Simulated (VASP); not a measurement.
Set up this calculation in VASP 6.6.1, as the native input.

```yaml
Task: single point
Functional: PBE
Potentials_or_basis: VASP PAW PBE potentials, release 64 (Hf_pv, S)
Cutoff: 520 eV
k_mesh: 12 × 12 × 2
Occupations: gaussian, width 0.1 eV
Spin: no spin polarisation
Dipole_correction: no
Further_INCAR_settings: ALGO = Normal; EDIFF = 1e-06; NBANDS = 48
```

The structure of Hf7S lies in POSCAR:

```
Hf7S
1.0
    3.2639674658      0.0000000000      0.0000000000
   -1.6319837329      2.8266787425      0.0000000000
    0.0000000000      0.0000000000     18.7232668765
Hf S
7 1
Direct
    0.0000000000      0.0000000000      0.5000000000
    0.3333333333      0.6666666667      0.3647830171
    0.6666666667      0.3333333333      0.6352169829
    0.3333333333      0.6666666667      0.7724207790
    0.6666666667      0.3333333333      0.9025329608
    0.3333333333      0.6666666667      0.0974670392
    0.6666666667      0.3333333333      0.2275792210
    0.0000000000      0.0000000000      0.0000000000
```

One way to write it, as run:

INCAR

```
PREC = Accurate
ENCUT = 520
EDIFF = 1E-6
ISMEAR = 0
SIGMA = 0.1
LREAL = False
LASPH = True
NELM = 60
ALGO = Normal
ISIF = 2
LWAVE = False
LCHARG = True
GGA = PE
LELF = True
LVHAR = True
NBANDS = 48
```

KPOINTS

```
regular mesh
0
Gamma
  12 12 2
```

Potentials or basis: VASP PAW PBE potentials, release 64 (Hf_pv, S).

The run is started by

```console
$ cat potpaw_PBE.64/Hf_pv/POTCAR potpaw_PBE.64/S/POTCAR > POTCAR
$ mpirun -np 1 vasp_std > vasp.out
```

Results of the run:

```json
{
  "Pressure": "-0.5 GPa",
  "Largest force": "0.014 eV/Å",
  "Band gap on the k mesh": "zero (bands 38 and 39 overlap by 1.35 eV)"
}
```

Caveat: spin-orbit coupling is left out, which moves the levels of the heavy elements.

Wall time 11 min on 1 thread of Intel(R) Xeon(R) Platinum 8259CL CPU @ 2.50GHz (Skylake/Cascade Lake), with other jobs on the host, peak memory 0.41 GiB.
